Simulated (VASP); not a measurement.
# Ge (Fd-3m) in VASP: settings compared

Aim: see how the results for Ge move with the level of theory and the settings. Levels: pbe exchange, pbesol correlation. Tasks: single point.

Everything below comes from runs of VASP 6.6.1. Logs are shortened: lines on timing, memory, paths and dates and some standing lists are left out, and cuts for length are marked.

## 1. The cell of the first run

Symmetry: Fd-3m, No. 227, cubic system. Conventional cell: a = 5.658 Å, b = 5.658 Å, c = 5.658 Å, α = 90.00°, β = 90.00°, γ = 90.00°. Within 3.2 Å of Ge (site symmetry -43m) lie 4 Ge at 2.45 Å.

## 2. Single point, pbe exchange, pbesol correlation, collinear spin (22.64 Å³/atom)

INCAR reads:

```
PREC = Accurate
ENCUT = 500
EDIFF = 1E-6
ISMEAR = 0
SIGMA = 0.15
LREAL = False
LASPH = True
NELM = 200
ALGO = Normal
ISIF = 2
LWAVE = False
LCHARG = False
ISPIN = 2
MAGMOM = 0.5 -0.5
LORBIT = 11
GGA = LIBXC
LIBXC1 = GGA_X_PBE
LIBXC2 = GGA_C_PBE_SOL
NBANDS = 25
GGA_COMPAT = False
```

KPOINTS reads:

```
regular mesh
0
Gamma
  8 8 8
```

POSCAR reads:

```
Ge
1.0
    0.0000000000      2.8289100000      2.8289100000
    2.8289100000      0.0000000000      2.8289100000
    2.8289100000      2.8289100000      0.0000000000
Ge
2
Direct
    0.7500000000      0.7500000000      0.7500000000
    0.5000000000      0.5000000000      0.5000000000
```

Potentials or basis: VASP PAW PBE potentials, release 64 (Ge_d).

Started as:

```bash
$ cat potpaw_PBE.64/Ge_d/POTCAR > POTCAR
$ mpirun -np 1 vasp_std > vasp.out
```

OUTCAR:

```text
PREC = Accurate
   ENCUT = 500
   EDIFF = 1E-6
   ISMEAR = 0
   LREAL = False
   LASPH = True
   NELM = 200
   ISIF = 2
   ISPIN = 2
   LORBIT = 11
   GGA = LIBXC

 ion  position               nearest neighbor table
   1  0.750  0.750  0.750-   2 2.45   2 2.45   2 2.45   2 2.45
   2  0.500  0.500  0.500-   1 2.45   1 2.45   1 2.45   1 2.45

  LATTYP: Found a face centered cubic cell.
 ALAT       =     5.6578200000

  Lattice vectors:

 A1 = (   0.0000000000,   2.8289100000,   2.8289100000)
 A2 = (   2.8289100000,   0.0000000000,   2.8289100000)
 A3 = (   2.8289100000,   2.8289100000,   0.0000000000)

Analysis of symmetry for initial positions (statically):
=====================================================================
 Subroutine PRICEL returns:
 Original cell was already a primitive cell.

 Routine SETGRP: Setting up the symmetry group for a
 face centered cubic supercell.

 Subroutine GETGRP returns: Found 48 space group operations
 (whereof 24 operations were pure point group operations)
 out of a pool of 48 trial point group operations.

The static configuration has the point symmetry T_d .
 The point group associated with its full space group is O_h .

Analysis of symmetry for dynamics (positions and initial velocities):
=====================================================================
 Subroutine PRICEL returns:
 Original cell was already a primitive cell.

 Routine SETGRP: Setting up the symmetry group for a
 face centered cubic supercell.

 Subroutine GETGRP returns: Found 48 space group operations
 (whereof 24 operations were pure point group operations)
 out of a pool of 48 trial point group operations.

The dynamic configuration has the point symmetry T_d .
 The point group associated with its full space group is O_h .

Analysis of structural, dynamic, and magnetic symmetry:
=====================================================================
 Subroutine PRICEL returns:
 Original cell was already a primitive cell.

 Routine SETGRP: Setting up the symmetry group for a
 face centered cubic supercell.

 Subroutine GETGRP returns: Found 48 space group operations
 (whereof 24 operations were pure point group operations)
 out of a pool of 48 trial point group operations.

The overall configuration has the point symmetry T_d .
 The point group associated with its full space group is O_h .

 Subroutine INISYM returns: Found 48 space group operations
 (whereof 24 operations are pure point group operations),
 and found     1 'primitive' translations

----------------------------------------------------------------------------------------

                                     Primitive cell

  volume of cell :      45.2780

  direct lattice vectors                    reciprocal lattice vectors
     0.000000000  2.828910000  2.828910000    -0.176746521  0.176746521  0.176746521
     2.828910000  0.000000000  2.828910000     0.176746521 -0.176746521  0.176746521
     2.828910000  2.828910000  0.000000000     0.176746521  0.176746521 -0.176746521

  length of vectors
     4.000682889  4.000682889  4.000682889     0.306133954  0.306133954  0.306133954

  position of ions in fractional coordinates (direct lattice)
     0.750000000  0.750000000  0.750000000
     0.500000000  0.500000000  0.500000000

  ion indices of the primitive-cell ions
   primitive index   ion index
                 1           1
                 2           2

----------------------------------------------------------------------------------------

 KPOINTS: regular mesh

Automatic generation of k-mesh.
 Grid dimensions read from file:
 generate k-points for:    8    8    8

 Generating k-lattice:

  Cartesian coordinates                     Fractional coordinates (reciprocal lattice)
    -0.022093315  0.022093315  0.022093315     0.125000000  0.000000000  0.000000000
     0.022093315 -0.022093315  0.022093315     0.000000000  0.125000000  0.000000000
     0.022093315  0.022093315 -0.022093315     0.000000000  0.000000000  0.125000000

  Length of vectors
     0.038266744  0.038266744  0.038266744

  Shift w.r.t. Gamma in fractional coordinates (k-lattice)
     0.000000000  0.000000000  0.000000000

 Subroutine IBZKPT returns following result:
 ===========================================

 Found     29 irreducible k-points:

 Following reciprocal coordinates:
            Coordinates               Weight
  0.000000  0.000000  0.000000      1.000000
  0.125000  0.000000  0.000000      8.000000
  0.250000  0.000000  0.000000      8.000000
  0.375000  0.000000  0.000000      8.000000
  0.500000  0.000000  0.000000      4.000000
  0.125000  0.125000  0.000000      6.000000
[... 16 lines left out ...]
  0.500000  0.250000  0.125000     48.000000
 -0.375000  0.250000  0.125000     24.000000
 [... further k-points ...]
   k-points           NKPTS =     29   k-points in BZ     NKDIM =     29   number of bands    NBANDS=     25
   number of dos      NEDOS =    301   number of ions     NIONS =      2
   total plane-waves  NPLWV =  27000
   dimension x,y,z NGX =    30 NGY =   30 NGZ =   30
   dimension x,y,z NGXF=    60 NGYF=   60 NGZF=   60
   ions per type =               2
   NGX,Y,Z   is equivalent  to a cutoff of  12.47, 12.47, 12.47 a.u.
   NGXF,Y,Z  is equivalent  to a cutoff of  24.93, 24.93, 24.93 a.u.
 SYSTEM =  unknown system
   PREC   = accura    normal or accurate (medium, high low for compatibility)
   ISTART =      0    job   : 0-new  1-cont  2-samecut
   ICHARG =      2    charge: 1-file 2-atom 10-const
   ISPIN  =      2    spin polarized calculation?
   LNONCOLLINEAR =      F non collinear calculations
   LSORBIT =      F    spin-orbit coupling
   LASPH  =      T    aspherical Exc in radial PAW
   ENCUT  =  500.0 eV  36.75 Ry    6.06 a.u.   7.29  7.29  7.29*2*pi/ulx,y,z
   NELM   =    200;   NELMIN=  2; NELMDL= -5     # of ELM steps
   EDIFF  = 0.1E-05   stopping-criterion for ELM
   LREAL  =      F    real-space projection
   EDIFFG = 0.1E-04   stopping-criterion for IOM
   NSW    =      0    number of steps for IOM
   IBRION =     -1    ionic relax: 0-MD 1-quasi-New 2-CG
   NFREE  =      0    steps in history (QN), initial steepest desc. (CG)
   ISIF   =      2    stress and relaxation
   ISYM   =      2    0-nonsym 1-usesym 2-fastsym
   POTIM  = 0.5000    time-step for ionic-motion
   TEBEG  =    0.0;   TEEND  =   0.0 temperature during run
   PSTRESS=    0.0 pullay stress
   NELECT =      28.0000    total number of electrons
   NUPDOWN=      -1.0000    fix difference up-down
   EMIN   =  10.00;   EMAX   =-10.00  energy-range for DOS
   EFERMI =   0.00;   METHOD = LEGACY
   ISMEAR =     0;   SIGMA  =   0.15  broadening in eV -4-tet -1-fermi 0-gaus
   EFERMI_NEDOS =   21; number of points for ismear=-14 and -15
   IALGO  =     38    algorithm
   IMIX   =      4    mixing-type and parameters
     AMIX     =   0.40;   BMIX     =  1.00
     AMIX_MAG =   1.60;   BMIX_MAG =  1.00
  volume/ion in A,a.u.               =      22.64       152.78
  Fermi-wavevector in a.u.,A,eV,Ry     =   1.394756  2.635708 26.468033  1.945346
  Thomas-Fermi vector in A             =   2.518275
   LORBIT       =     11    0 simple, 1 ext, 2 COOP (PROOUT), +10 PAW based schemes
   GGA     = LIBXC    functional components
   LHFCALC =     F    Hartree Fock is set to
   AEXX    =    0.0000 exact exchange contribution
   IVDW    =     0    specifies the selected vdW correction
   LEPSILON=     F    determine dielectric tensor
   LRPA    =     F    only Hartree local field effects (RPA)
 spin polarized calculation
 Gauss-broadening in eV      SIGMA  =   0.15
  energy-cutoff  :      500.00
  volume of cell :       45.28
 maximum number of plane-waves:      1174
 NGX is ok and might be reduce to    30
   NGX = 15   NGY = 15   NGZ = 15

 number of electron      28.0000022 magnetization       0.0000000

 number of electron      28.0000022 magnetization      -0.0000000

 Free energy of the ion-electron system (eV)
  ---------------------------------------------------
  ext. energy  EPLUGINS =         0.00000000
  ---------------------------------------------------
  free energy    TOTEN  =        -8.85002613 eV

  energy without entropy =       -8.84907111  energy(sigma->0) =       -8.84954862

 E-fermi :   4.9749     XC(G=0):  -9.9303

 val. band max:        4.9476314911   @ k =   0.0000   0.0000   0.0000
 cond. band min:       5.1130091039   @ k =   0.5000   0.0000   0.0000
 fundamental gap:      0.1653776128
 Fermi energy:         4.9749128640

 spin component 1

 k-point     1 :       0.0000    0.0000    0.0000
  band No.  band energies     occupation
      1     -19.8986      1.00000
      2     -19.8986      1.00000
      3     -19.8986      1.00000
      4     -19.8619      1.00000
      5     -19.8619      1.00000
      6     -19.6517      1.00000
[... 17 lines left out ...]
     24      15.7990      0.00000
     25      18.8748      0.00000

 k-point     2 :       0.1250    0.0000    0.0000
  band No.  band energies     occupation
      1     -19.9067      1.00000
      2     -19.9067      1.00000
      3     -19.8961      1.00000
      4     -19.8507      1.00000
      5     -19.8507      1.00000
      6     -19.6636      1.00000
[... 17 lines left out ...]
     24      17.4162      0.00000
     25      20.2802      0.00000

 k-point     3 :       0.2500    0.0000    0.0000
  band No.  band energies     occupation
      1     -19.9168      1.00000
      2     -19.9168      1.00000
      3     -19.8899      1.00000
      4     -19.8335      1.00000
      5     -19.8335      1.00000
      6     -19.6772      1.00000
[... 552 lines left out ...]
 k-point    23 :       0.5000    0.2500    0.1250
  band No.  band energies     occupation
      1     -19.9391      1.00000
      2     -19.9312      1.00000
      3     -19.8601      1.00000
      4     -19.8109      1.00000
      5     -19.7847      1.00000
      6     -19.7368      1.00000
[... 17 lines left out ...]
     24      20.4291      0.00000
     25      22.3367      0.00000

 k-point    24 :      -0.3750    0.2500    0.1250
  band No.  band energies     occupation
      1     -19.9443      1.00000
      2     -19.9326      1.00000
      3     -19.8502      1.00000
      4     -19.7999      1.00000
      5     -19.7862      1.00000
      6     -19.7317      1.00000
[... 17 lines left out ...]
     24      21.5202      0.00000
     25      22.7563      0.00000

 [... further k-points ...]

 spin component 2

 k-point     1 :       0.0000    0.0000    0.0000
  band No.  band energies     occupation
      1     -19.8986      1.00000
      2     -19.8986      1.00000
      3     -19.8986      1.00000
      4     -19.8619      1.00000
      5     -19.8619      1.00000
      6     -19.6517      1.00000
[... 17 lines left out ...]
     24      15.7990      0.00000
     25      18.8748      0.00000

 k-point     2 :       0.1250    0.0000    0.0000
  band No.  band energies     occupation
      1     -19.9067      1.00000
      2     -19.9067      1.00000
      3     -19.8961      1.00000
      4     -19.8507      1.00000
      5     -19.8507      1.00000
      6     -19.6636      1.00000
[... 17 lines left out ...]
     24      17.4162      0.00000
     25      20.2802      0.00000

 k-point     3 :       0.2500    0.0000    0.0000
  band No.  band energies     occupation
      1     -19.9168      1.00000
      2     -19.9168      1.00000
      3     -19.8899      1.00000
      4     -19.8335      1.00000
      5     -19.8335      1.00000
      6     -19.6772      1.00000
[... 552 lines left out ...]
 k-point    23 :       0.5000    0.2500    0.1250
  band No.  band energies     occupation
      1     -19.9391      1.00000
      2     -19.9312      1.00000
      3     -19.8601      1.00000
      4     -19.8109      1.00000
      5     -19.7847      1.00000
      6     -19.7368      1.00000
[... 17 lines left out ...]
     24      20.4291      0.00000
     25      22.3367      0.00000

 k-point    24 :      -0.3750    0.2500    0.1250
  band No.  band energies     occupation
      1     -19.9443      1.00000
      2     -19.9326      1.00000
      3     -19.8502      1.00000
      4     -19.7999      1.00000
      5     -19.7862      1.00000
      6     -19.7317      1.00000
[... 17 lines left out ...]
     24      21.5202      0.00000
     25      22.7563      0.00000

 [... further k-points ...]

------------------------ aborting loop because EDIFF is reached ----------------------------------------

  FORCE on cell =-STRESS in cart. coord.  units (eV):
  Direction    XX          YY          ZZ          XY          YZ          ZX
  --------------------------------------------------------------------------------------
  -------------------------------------------------------------------------------------
  Total        1.1998944      1.1998944      1.1998944      0.0000000      0.0000000     -0.0000000
  in kB       42.4586524     42.4586524     42.4586524      0.0000000      0.0000000     -0.0000000
  external PRESSURE =      42.4586524 kB  Pullay stress =       0.0000000 kB

 VOLUME and BASIS-vectors are now :
 -----------------------------------------------------------------------------
  energy-cutoff  :      500.00
  volume of cell :       45.28
      direct lattice vectors                 reciprocal lattice vectors
     0.000000000  2.828910000  2.828910000    -0.176746521  0.176746521  0.176746521
     2.828910000  0.000000000  2.828910000     0.176746521 -0.176746521  0.176746521
     2.828910000  2.828910000  0.000000000     0.176746521  0.176746521 -0.176746521

 POSITION                                       TOTAL-FORCE (eV/Angst)
 -----------------------------------------------------------------------------------
      4.24336      4.24336      4.24336        -0.000000     -0.000000     -0.000000
      2.82891      2.82891      2.82891         0.000000      0.000000      0.000000
 -----------------------------------------------------------------------------------
    total drift:                                0.000000     -0.000000     -0.000000

  FREE ENERGIE OF THE ION-ELECTRON SYSTEM (eV)
  ---------------------------------------------------
  free  energy   TOTEN  =        -8.8500261253 eV

  energy  without entropy=       -8.8490711071  energy(sigma->0) =       -8.84954862

 total charge

# of ion       s       p       d       tot
------------------------------------------
    1        1.131   1.268  10.024  12.423
    2        1.131   1.268  10.024  12.423
--------------------------------------------------
tot          2.263   2.535  20.048  24.846

 magnetization (x)

# of ion       s       p       d       tot
------------------------------------------
    1       -0.000  -0.000  -0.000  -0.000
    2        0.000   0.000   0.000   0.000
--------------------------------------------------
tot          0.000   0.000   0.000   0.000
```

Wall time 28 s (1 thread of Intel Xeon 6975P-C (Granite Rapids), shared host); peak memory 0.2 GiB.

What came out:

```
Free energy                                           : -8.8500 eV
Pressure                                              : 4.2 GPa
Band gap on the k mesh                                : zero (filled and empty bands touch)
Net moment                                            : 0.00 μB per cell
Valence electrons inside the program's atomic spheres : Ge 12.42
```

Levels at points of the mesh, in eV from the Fermi level:
Spin up:
```tsv
k point	band 11	band 12	band 13	band 14	band 15	band 16	band 17	band 18
(0.00, 0.00, 0.00)	-12.81	-0.08	-0.03	-0.03	-0.03	2.54	2.54	2.54
(0.50, 0.00, 0.00)	-10.73	-7.63	-1.43	-1.43	0.14	3.74	3.74	7.17
(0.50, 0.50, 0.00)	-8.93	-8.93	-3.09	-3.09	0.76	0.76	9.46	9.46
```
Spin down:
```
           k point  band 11  band 12  band 13  band 14  band 15  band 16  band 17  band 18
(0.00, 0.00, 0.00)   -12.81    -0.08    -0.03    -0.03    -0.03     2.54     2.54     2.54
(0.50, 0.00, 0.00)   -10.73    -7.63    -1.43    -1.43     0.14     3.74     3.74     7.17
(0.50, 0.50, 0.00)    -8.93    -8.93    -3.09    -3.09     0.76     0.76     9.46     9.46
```

Caveat: the cell stands under pressure; semilocal functionals underestimate gaps, so a narrow gap can read as zero; the PAW data sets were made with another functional, which shifts forces and pressure a little.

## 3. Single point, pbe exchange, pbesol correlation, collinear spin (23.09 Å³/atom)

This run uses another cell than the first one, of 23.09 Å³/atom.

INCAR reads:

```
SYSTEM = Ge
ALGO = Normal
EDIFF = 1E-6
ENCUT = 500
GGA = LIBXC
GGA_COMPAT = .FALSE.
ISIF = 2
ISMEAR = 0
ISPIN = 2
LASPH = .TRUE.
LCHARG = .FALSE.
LIBXC1 = GGA_X_PBE
LIBXC2 = GGA_C_PBE_SOL
LORBIT = 11
LREAL = .FALSE.
LWAVE = .FALSE.
MAGMOM = 0.5 -0.5
NBANDS = 25
NELM = 200
PREC = Accurate
SIGMA = 0.15
```

KPOINTS reads:

```
k-points
0
G
  8 8 8
  0 0 0
```

POSCAR reads:

```
Ge
1.0
    0.0000000000      2.8476450493      2.8476450493
    2.8476450493      0.0000000000      2.8476450493
    2.8476450493      2.8476450493      0.0000000000
Ge
2
Direct
    0.7500000000      0.7500000000      0.7500000000
    0.5000000000      0.5000000000      0.5000000000
```

Potentials or basis: VASP PAW PBE potentials, release 64 (Ge_d).

Started as:

```bash
$ cat potpaw_PBE.64/Ge_d/POTCAR > POTCAR
$ mpirun -np 1 vasp_std > vasp.out
```

It took 30 s on 1 thread of Intel Xeon 6975P-C (Granite Rapids), shared host; peak memory 0.2 GiB.

Results (log left out):

```
Free energy                                           : -8.8706 eV
Pressure                                              : 2.8 GPa
Band gap on the k mesh                                : zero (filled and empty bands touch)
Net moment                                            : 0.00 μB per cell
Valence electrons inside the program's atomic spheres : Ge 12.40
```

Levels at points of the mesh, in eV from the Fermi level:
Spin up:
```tsv
k point	band 12	band 13	band 14	band 15	band 16	band 17
(0.00, 0.00, 0.00)	-0.22	0.01	0.01	0.01	2.56	2.56
(0.50, 0.00, 0.00)	-7.50	-1.36	-1.36	0.11	3.77	3.77
(0.50, 0.50, 0.00)	-8.82	-2.98	-2.98	0.82	0.82	9.33
```
Spin down:
```
           k point  band 10  band 11  band 12  band 13  band 14  band 15  band 16  band 17  band 18  band 19
(0.00, 0.00, 0.00)   -24.56   -12.62    -0.22     0.01     0.01     0.01     2.56     2.56     2.56     6.44
(0.50, 0.00, 0.00)   -24.54   -10.59    -7.50    -1.36    -1.36     0.11     3.77     3.77     7.19    10.48
(0.50, 0.50, 0.00)   -24.52    -8.82    -8.82    -2.98    -2.98     0.82     0.82     9.33     9.33    11.41
```

Caveat: semilocal functionals underestimate gaps, so a narrow gap can read as zero; the PAW data sets were made with another functional, which shifts forces and pressure a little.

[end of part 1 of 2]
